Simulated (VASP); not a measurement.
Wanted: the native input for a VASP 6.6.1 run.

* Task: single point
* Functional: PBE
* Potentials or basis: VASP PAW PBE potentials, release 64 (Ba_sv, F)
* Cutoff: 600 eV
* k mesh: 6 × 6 × 6
* Occupations: fermi-dirac, width 0.02 eV
* Spin: no spin polarisation
* Dipole correction: no
* Further INCAR settings: ALGO = Normal; EDIFF = 1e-06; NBANDS = 19

The structure of BaF2 lies in POSCAR:

```
BaF2
1.0
    0.0000000000      3.1229292362      3.1229292362
    3.1229292362      0.0000000000      3.1229292362
    3.1229292362      3.1229292362      0.0000000000
Ba F
1 2
Direct
    0.0000000000      0.0000000000      0.0000000000
    0.7500000000      0.7500000000      0.7500000000
    0.2500000000      0.2500000000      0.2500000000
```

These files were run (other wordings do the same):

INCAR

```
SYSTEM = BaF2
PREC     = Accurate       ! precision mode
ENCUT    = 600            ! plane-wave cutoff, eV
EDIFF    = 1E-6           ! SCF threshold, eV
ISMEAR   = -1             ! smearing method
SIGMA    = 0.02           ! smearing width, eV
LREAL    = .FALSE.        ! projectors in reciprocal space
LASPH    = .TRUE.         ! aspherical terms in the spheres
NELM     = 120            ! most SCF steps
ALGO     = Normal         ! electronic algorithm
ISIF     = 2              ! what is computed and relaxed
LWAVE    = .FALSE.        ! write WAVECAR
LCHARG   = .FALSE.        ! write CHGCAR
GGA      = PE             ! functional
NBANDS   = 19             ! bands
GGA_COMPAT= .FALSE.
```

KPOINTS

```
regular mesh
0
G
  6 6 6
  0 0 0
```

Potentials or basis: VASP PAW PBE potentials, release 64 (Ba_sv, F).

Run with:

```sh
$ cat potpaw_PBE.64/Ba_sv/POTCAR potpaw_PBE.64/F/POTCAR > POTCAR
$ mpirun -np 1 vasp_std > vasp.out
```

It gave:

The pressure is 0.9 GPa. The band gap on the k mesh is 6.68 eV (least direct gap 6.73 eV).

Caveat: spin-orbit coupling is left out, which moves the levels of the heavy elements.

Wall time 12 s on 1 thread of Intel(R) Xeon(R) 6975P-C (Granite Rapids), with other jobs on the host, peak memory 0.2 GiB.
